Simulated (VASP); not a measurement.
# Cu5Mo (P4/mmm) in VASP: a series of runs

Cu5Mo is run at these levels: PBE; tasks: relaxation of cell and atoms, single point.

Everything below comes from runs of VASP 6.6.1. Logs are shortened: lines on timing, memory, paths and dates and some standing lists are left out, and cuts for length are marked.

### Step 1. The cell of the first run

It takes space group P4/mmm (No. 123, tetragonal). Conventional cell: a = 2.737 Å, b = 2.737 Å, c = 11.594 Å, α = 90.00°, β = 90.00°, γ = 90.00°. Within 3.5 Å of Cu (site symmetry 4mm) lie 12 Cu at 2.67 to 2.74 Å. Within 3.5 Å of Cu (site symmetry 4mm) lie 8 Cu at 2.67 to 2.74 Å and 4 Mo at 2.81 Å. Cu (site symmetry 4/mmm) has 12 Cu at 2.73 to 2.74 Å within 3.6 Å. Within 3.6 Å of Mo (site symmetry 4/mmm) lie 4 Mo at 2.74 Å and 8 Cu at 2.81 Å.

The cell was generated, and may not be a known phase.

### Step 2. Relaxation of cell and atoms, PBE

INCAR reads:

```
SYSTEM = Cu5Mo
PREC = Accurate ; ENCUT = 600
EDIFF = 1E-6 ; ISMEAR = 0
SIGMA = 0.2 ; LREAL = .FALSE.
LASPH = .TRUE. ; NELM = 60
ALGO = Normal ; ISIF = 3
LWAVE = .FALSE. ; LCHARG = .FALSE.
GGA = PE ; IBRION = 2
NSW = 36 ; EDIFFG = -0.08
```

KPOINTS reads:

```
regular mesh
0
G
  6 6 2
  0 0 0
```

POSCAR reads:

```
Cu5Mo
1.0
    2.7371536000      0.0000000000      0.0000000000
    0.0000000000      2.7371536000      0.0000000000
    0.0000000000      0.0000000000     11.5944945200
Cu Mo
5 1
Direct
    0.5000000000      0.5000000000      0.3344822800
    0.5000000000      0.5000000000      0.6655177200
    0.0000000000      0.0000000000      0.1759868000
    0.0000000000      0.0000000000      0.8240132000
    0.0000000000      0.0000000000      0.5000000000
    0.5000000000      0.5000000000      0.0000000000
```

Potentials or basis: VASP PAW PBE potentials, release 64 (Cu, Mo_sv).

The run is started by

```sh
cat potpaw_PBE.64/Cu/POTCAR potpaw_PBE.64/Mo_sv/POTCAR > POTCAR
mpirun -np 1 vasp_std > vasp.out
```

OUTCAR:

```text
SYSTEM = Cu5Mo
   PREC = Accurate
   ENCUT = 600
   EDIFF = 1E-6
   ISMEAR = 0
   LREAL = .FALSE.
   LASPH = .TRUE.
   NELM = 60
   ISIF = 3
   GGA = PE
   IBRION = 2
   NSW = 36
   EDIFFG = -0.08

 ion  position               nearest neighbor table
   1  0.500  0.500  0.334-   3 2.67   3 2.67   3 2.67   3 2.67   5 2.73   5 2.73   5 2.73   5 2.73

   2  0.500  0.500  0.666-   4 2.67   4 2.67   4 2.67   4 2.67   5 2.73   5 2.73   5 2.73   5 2.73

   3  0.000  0.000  0.176-   1 2.67   1 2.67   1 2.67   1 2.67   6 2.81   6 2.81   6 2.81   6 2.81

   4  0.000  0.000  0.824-   2 2.67   2 2.67   2 2.67   2 2.67   6 2.81   6 2.81   6 2.81   6 2.81

   5  0.000  0.000  0.500-   1 2.73   2 2.73   1 2.73   2 2.73   1 2.73   2 2.73   1 2.73   2 2.73

   6  0.500  0.500  0.000-   3 2.81   4 2.81   3 2.81   4 2.81   3 2.81   4 2.81   3 2.81   4 2.81

  LATTYP: Found a simple tetragonal cell.
 ALAT       =     2.7371536000
 C/A-ratio  =     4.2359678025

  Lattice vectors:

 A1 = (   2.7371536000,   0.0000000000,   0.0000000000)
 A2 = (   0.0000000000,   2.7371536000,   0.0000000000)
 A3 = (   0.0000000000,   0.0000000000,  11.5944945200)

Analysis of symmetry for initial positions (statically):
=====================================================================
 Subroutine PRICEL returns:
 Original cell was already a primitive cell.

 Routine SETGRP: Setting up the symmetry group for a
 simple tetragonal supercell.

 Subroutine GETGRP returns: Found 16 space group operations
 (whereof 16 operations were pure point group operations)
 out of a pool of 16 trial point group operations.

The static configuration has the point symmetry D_4h.

Analysis of symmetry for dynamics (positions and initial velocities):
=====================================================================
 Subroutine PRICEL returns:
 Original cell was already a primitive cell.

 Routine SETGRP: Setting up the symmetry group for a
 simple tetragonal supercell.

 Subroutine GETGRP returns: Found 16 space group operations
 (whereof 16 operations were pure point group operations)
 out of a pool of 16 trial point group operations.

The dynamic configuration has the point symmetry D_4h.

 Subroutine INISYM returns: Found 16 space group operations
 (whereof 16 operations are pure point group operations),
 and found     1 'primitive' translations

----------------------------------------------------------------------------------------

                                     Primitive cell

  volume of cell :      86.8661

  direct lattice vectors                    reciprocal lattice vectors
     2.737153600  0.000000000  0.000000000     0.365343034  0.000000000  0.000000000
     0.000000000  2.737153600  0.000000000     0.000000000  0.365343034  0.000000000
     0.000000000  0.000000000 11.594494520     0.000000000  0.000000000  0.086247831

  length of vectors
     2.737153600  2.737153600 11.594494520     0.365343034  0.365343034  0.086247831

  position of ions in fractional coordinates (direct lattice)
     0.500000000  0.500000000  0.334482280
     0.500000000  0.500000000  0.665517720
     0.000000000  0.000000000  0.175986800
     0.000000000  0.000000000  0.824013200
     0.000000000  0.000000000  0.500000000
     0.500000000  0.500000000  0.000000000

  ion indices of the primitive-cell ions
   primitive index   ion index
                 1           1
                 2           2
                 3           3
                 4           4
                 5           5
                 6           6

----------------------------------------------------------------------------------------

 KPOINTS: regular mesh

Automatic generation of k-mesh.
 Grid dimensions read from file:
 generate k-points for:    6    6    2

 Generating k-lattice:

  Cartesian coordinates                     Fractional coordinates (reciprocal lattice)
     0.060890506  0.000000000  0.000000000     0.166666667  0.000000000  0.000000000
     0.000000000  0.060890506  0.000000000     0.000000000  0.166666667  0.000000000
     0.000000000  0.000000000  0.043123915     0.000000000  0.000000000  0.500000000

  Length of vectors
     0.060890506  0.060890506  0.043123915

  Shift w.r.t. Gamma in fractional coordinates (k-lattice)
     0.000000000  0.000000000  0.000000000

 Subroutine IBZKPT returns following result:
 ===========================================

 Found     20 irreducible k-points:

 Following reciprocal coordinates:
            Coordinates               Weight
  0.000000  0.000000  0.000000      1.000000
  0.166667  0.000000  0.000000      4.000000
  0.333333  0.000000  0.000000      4.000000
  0.500000  0.000000  0.000000      2.000000
  0.166667  0.166667  0.000000      4.000000
  0.333333  0.166667  0.000000      8.000000
[... 12 lines left out ...]
  0.500000  0.333333  0.500000      4.000000
  0.500000  0.500000  0.500000      1.000000
   k-points           NKPTS =     20   k-points in BZ     NKDIM =     20   number of bands    NBANDS=     41
   number of dos      NEDOS =    301   number of ions     NIONS =      6
   total plane-waves  NPLWV =  55296
   dimension x,y,z NGX =    24 NGY =   24 NGZ =   96
   dimension x,y,z NGXF=    48 NGYF=   48 NGZF=  192
   ions per type =               5   1
   NGX,Y,Z   is equivalent  to a cutoff of  14.58, 14.58, 13.76 a.u.
   NGXF,Y,Z  is equivalent  to a cutoff of  29.15, 29.15, 27.53 a.u.
 SYSTEM =  Cu5Mo
   PREC   = accura    normal or accurate (medium, high low for compatibility)
   ISTART =      0    job   : 0-new  1-cont  2-samecut
   ICHARG =      2    charge: 1-file 2-atom 10-const
   ISPIN  =      1    spin polarized calculation?
   LNONCOLLINEAR =      F non collinear calculations
   LSORBIT =      F    spin-orbit coupling
   LASPH  =      T    aspherical Exc in radial PAW
   ENCUT  =  600.0 eV  44.10 Ry    6.64 a.u.   5.47  5.47 23.16*2*pi/ulx,y,z
   NELM   =     60;   NELMIN=  2; NELMDL= -5     # of ELM steps
   EDIFF  = 0.1E-05   stopping-criterion for ELM
   LREAL  =      F    real-space projection
   EDIFFG = -.8E-01   stopping-criterion for IOM
   NSW    =     36    number of steps for IOM
   IBRION =      2    ionic relax: 0-MD 1-quasi-New 2-CG
   NFREE  =      1    steps in history (QN), initial steepest desc. (CG)
   ISIF   =      3    stress and relaxation
   ISYM   =      2    0-nonsym 1-usesym 2-fastsym
   POTIM  = 0.5000    time-step for ionic-motion
   TEBEG  =    0.0;   TEEND  =   0.0 temperature during run
   PSTRESS=    0.0 pullay stress
   NELECT =      69.0000    total number of electrons
   NUPDOWN=      -1.0000    fix difference up-down
   EMIN   =  10.00;   EMAX   =-10.00  energy-range for DOS
   EFERMI =   0.00;   METHOD = LEGACY
   ISMEAR =     0;   SIGMA  =   0.20  broadening in eV -4-tet -1-fermi 0-gaus
   EFERMI_NEDOS =   21; number of points for ismear=-14 and -15
   IALGO  =     38    algorithm
   IMIX   =      4    mixing-type and parameters
     AMIX     =   0.40;   BMIX     =  1.00
     AMIX_MAG =   1.60;   BMIX_MAG =  1.00
  volume/ion in A,a.u.               =      14.48        97.70
  Fermi-wavevector in a.u.,A,eV,Ry     =   1.516146  2.865101 31.275711  2.298700
  Thomas-Fermi vector in A             =   2.625575
   LORBIT       =      0    0 simple, 1 ext, 2 COOP (PROOUT), +10 PAW based schemes
   GGA     = PE    functional components
   LHFCALC =     F    Hartree Fock is set to
   AEXX    =    0.0000 exact exchange contribution
   IVDW    =     0    specifies the selected vdW correction
   LEPSILON=     F    determine dielectric tensor
   LRPA    =     F    only Hartree local field effects (RPA)
 conjugate gradient relaxation of ions
 non-spin polarized calculation
 Gauss-broadening in eV      SIGMA  =   0.20
  energy-cutoff  :      600.00
  volume of cell :       86.87
 maximum number of plane-waves:      2935
 NGX is ok and might be reduce to    24
   NGX = 11   NGY = 11   NGZ = 47

--------------------------------------- Ionic step        1  -------------------------------------------

 number of electron      68.9999982 magnetization

 Free energy of the ion-electron system (eV)
  ---------------------------------------------------
  ext. energy  EPLUGINS =         0.00000000
  ---------------------------------------------------
  free energy    TOTEN  =       -28.51469222 eV

  energy without entropy =      -28.46214124  energy(sigma->0) =      -28.48841673

------------------------ aborting loop because EDIFF is reached ----------------------------------------

  FORCE on cell =-STRESS in cart. coord.  units (eV):
  Direction    XX          YY          ZZ          XY          YZ          ZX
  --------------------------------------------------------------------------------------
  -------------------------------------------------------------------------------------
  Total       -8.4560678     -8.4560678     -7.5726387      0.0000000     -0.0000000     -0.0000000
  in kB     -155.9656218   -155.9656218   -139.6714553      0.0000000     -0.0000000     -0.0000000
  external PRESSURE =    -150.5342330 kB  Pullay stress =       0.0000000 kB

 VOLUME and BASIS-vectors are now :
 -----------------------------------------------------------------------------
  energy-cutoff  :      600.00
  volume of cell :       86.87
      direct lattice vectors                 reciprocal lattice vectors
     2.737153600  0.000000000  0.000000000     0.365343034  0.000000000  0.000000000
     0.000000000  2.737153600  0.000000000     0.000000000  0.365343034  0.000000000
     0.000000000  0.000000000 11.594494520     0.000000000  0.000000000  0.086247831

 POSITION                                       TOTAL-FORCE (eV/Angst)
 -----------------------------------------------------------------------------------
      1.36858      1.36858      3.87815         0.000000     -0.000000      0.171439
      1.36858      1.36858      7.71634        -0.000000     -0.000000     -0.171439
      0.00000      0.00000      2.04048        -0.000000      0.000000     -0.037502
      0.00000      0.00000      9.55402        -0.000000      0.000000      0.037502
      0.00000      0.00000      5.79725        -0.000000      0.000000      0.000000
      1.36858      1.36858      0.00000        -0.000000      0.000000      0.000000
 -----------------------------------------------------------------------------------
    total drift:                                0.000000     -0.000000      0.000000
[... 230 lines left out ...]
 POSITION                                       TOTAL-FORCE (eV/Angst)
 -----------------------------------------------------------------------------------
      1.29262      1.29262      3.85656         0.000000     -0.000000      0.117421
      1.29262      1.29262      7.45970        -0.000000      0.000000     -0.117421
      0.00000     -0.00000      2.06586        -0.000000      0.000000     -0.109821
      0.00000      2.58524      9.25040         0.000000     -0.000000      0.109821
      0.00000     -0.00000      5.65813        -0.000000     -0.000000     -0.000000
      1.29262      1.29262     11.31625        -0.000000     -0.000000     -0.000000
 -----------------------------------------------------------------------------------
    total drift:                                0.000000     -0.000000      0.000000

  FREE ENERGIE OF THE ION-ELECTRON SYSTEM (eV)
  ---------------------------------------------------
  free  energy   TOTEN  =       -29.1498386032 eV

  energy  without entropy=      -29.1058700119  energy(sigma->0) =      -29.12785431

--------------------------------------- Ionic step        8  -------------------------------------------

 number of electron      68.9999993 magnetization

 Free energy of the ion-electron system (eV)
  ---------------------------------------------------
  ext. energy  EPLUGINS =         0.00000000
  ---------------------------------------------------
  free energy    TOTEN  =       -29.15216960 eV

  energy without entropy =      -29.10824192  energy(sigma->0) =      -29.13020576

 E-fermi :   8.3959     XC(G=0): -12.7710

 val. band max:        8.3799854318   @ k =   0.5000   0.1667   0.5000
 cond. band min:       8.5710450960   @ k =   0.3333   0.0000   0.0000
 fundamental gap:      0.1910596642
 Fermi energy:         8.3959440143

 k-point     1 :       0.0000    0.0000    0.0000
  band No.  band energies     occupation
      1     -52.6092      2.00000
      2     -26.7005      2.00000
      3     -25.8755      2.00000
      4     -25.8755      2.00000
      5      -0.5942      2.00000
      6       0.6035      2.00000
[... 882 lines left out ...]
 VOLUME and BASIS-vectors are now :
 -----------------------------------------------------------------------------
  energy-cutoff  :      600.00
  volume of cell :       75.82
      direct lattice vectors                 reciprocal lattice vectors
     2.585932870  0.000000000 -0.000000000     0.386707641 -0.000000000 -0.000000000
     0.000000000  2.585932870  0.000000000     0.000000000  0.386707641  0.000000000
     0.000000000 -0.000000000 11.338720538     0.000000000 -0.000000000  0.088193372

 POSITION                                       TOTAL-FORCE (eV/Angst)
 -----------------------------------------------------------------------------------
      1.29297      1.29297      3.87703         0.000000     -0.000000      0.007609
      1.29297      1.29297      7.46169        -0.000000      0.000000     -0.007609
      2.58593     -0.00000      2.06460        -0.000000      0.000000     -0.030137
      0.00000     -0.00000      9.27412         0.000000     -0.000000      0.030137
      0.00000     -0.00000      5.66936         0.000000      0.000000      0.000000
      1.29297      1.29297      0.00000         0.000000      0.000000      0.000000
 -----------------------------------------------------------------------------------
    total drift:                                0.000000     -0.000000     -0.000000

  FREE ENERGIE OF THE ION-ELECTRON SYSTEM (eV)
  ---------------------------------------------------
  free  energy   TOTEN  =       -29.1521696019 eV

  energy  without entropy=      -29.1082419239  energy(sigma->0) =      -29.13020576

 reached required accuracy - stopping structural energy minimisation
```

Run time: 5.6 min. Hardware: 1 thread of AMD EPYC 9R45 (Zen 5), shared host; peak memory 0.24 GiB.

What came out:

* Free energy: -29.1522 eV
* Relaxed volume: 12.64 Å³/atom
* Relaxed cell: a = 2.586 Å, b = 2.586 Å, c = 11.339 Å, α = 90.00°, β = 90.00°, γ = 90.00°
* Space group after relaxing (to 0.1 Å): P4/mmm (No. 123)
* Energy gained by relaxing: 106.2 meV/atom
* Ionic steps: 8
* Pressure after relaxing: -0.2 GPa
* Largest force after relaxing: 0.030 eV/Å
* Band gap on the k mesh: zero (an odd number of electrons rules out a gap without spin polarisation)

Forces in eV/Å, atoms in the order of the input:
```
Cu   0.000  0.000  0.008
Cu   0.000  0.000 -0.008
Cu   0.000  0.000 -0.030
Cu   0.000  0.000  0.030
Cu   0.000  0.000  0.000
Mo   0.000  0.000  0.000
```

Step by step:
| step | energy change (eV) | largest force (eV/Å) | pressure (GPa) | volume (Å³) |
| --- | --- | --- | --- | --- |
| 1 | 0.0000 | 0.1714 | -15.05 | 86.87 |
| 2 | -0.3786 | 0.5962 | 13.68 | 70.86 |
| 3 | -0.5839 | 0.3337 | 0.14 | 76.12 |
| 4 | -0.5836 | 0.3247 | -0.44 | 76.33 |
| 5 | -0.6016 | 0.2601 | -0.40 | 76.20 |
| 6 | -0.6328 | 0.1612 | 0.05 | 75.79 |
| 7 | -0.6351 | 0.1174 | 0.15 | 75.63 |
| 8 | -0.6375 | 0.0301 | -0.17 | 75.82 |

Final structure:
```xyz
6
Lattice="2.5859 0.0000 0.0000 0.0000 2.5859 0.0000 0.0000 0.0000 11.3387" Properties=species:S:1:pos:R:3 pbc="T T T"
Cu    1.2930    1.2930    3.8770
Cu    1.2930    1.2930    7.4617
Cu    2.5859    0.0000    2.0646
Cu    0.0000    0.0000    9.2741
Cu    0.0000    0.0000    5.6694
Mo    1.2930    1.2930    0.0000
```

Caveat: the k points lie up to 0.40 Å⁻¹ apart in the final cell, too coarse for converged energies and pressures of a metal.

(Continued in part 2 of 2.)

The gap in the log of VASP goes by the Fermi energy; the results here count the filled bands.